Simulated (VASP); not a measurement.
Set up this calculation in VASP 6.6.1, as the native input.

* Task: single point
* Functional: PBE
* Potentials or basis: VASP PAW PBE potentials, release 64 (Ta_pv)
* Cutoff: 520 eV
* k mesh: 18 × 18 × 18
* Occupations: gaussian, width 0.1 eV
* Spin: no spin polarisation
* Dipole correction: no
* Further INCAR settings: ALGO = Normal; EDIFF = 1e-06; NBANDS = 12

The structure of Ta lies in POSCAR:

```
Ta
1.0
    2.3466695625      1.3548503036      0.9581282483
   -2.3466695625      1.3548503036      0.9581282483
    0.0000000000     -2.7097006072      0.9581282483
Ta
1
Direct
    0.5000000000      0.5000000000      0.5000000000
```

These files were run (other wordings do the same):

INCAR

```
PREC = Accurate
ENCUT = 520
EDIFF = 1E-6
ISMEAR = 0
SIGMA = 0.1
LREAL = False
LASPH = True
NELM = 60
ALGO = Normal
ISIF = 2
LWAVE = False
LCHARG = True
GGA = PE
LELF = True
LVHAR = True
NBANDS = 12
```

KPOINTS

```
Automatic mesh
0
Gamma
  18 18 18
```

Potentials or basis: VASP PAW PBE potentials, release 64 (Ta_pv).

Run with:

```console
$ cat potpaw_PBE.64/Ta_pv/POTCAR > POTCAR
$ mpirun -np 1 vasp_std > vasp.out
```

It gave:

```
Pressure               : 0.1 GPa
Band gap on the k mesh : zero (an odd number of electrons rules out a gap without spin polarisation)
```

Caveat: spin-orbit coupling is left out, which moves the levels of the heavy elements.

Run time: 110 s on 1 thread of Intel Xeon 8259CL, on a shared host, peak memory 0.25 GiB.
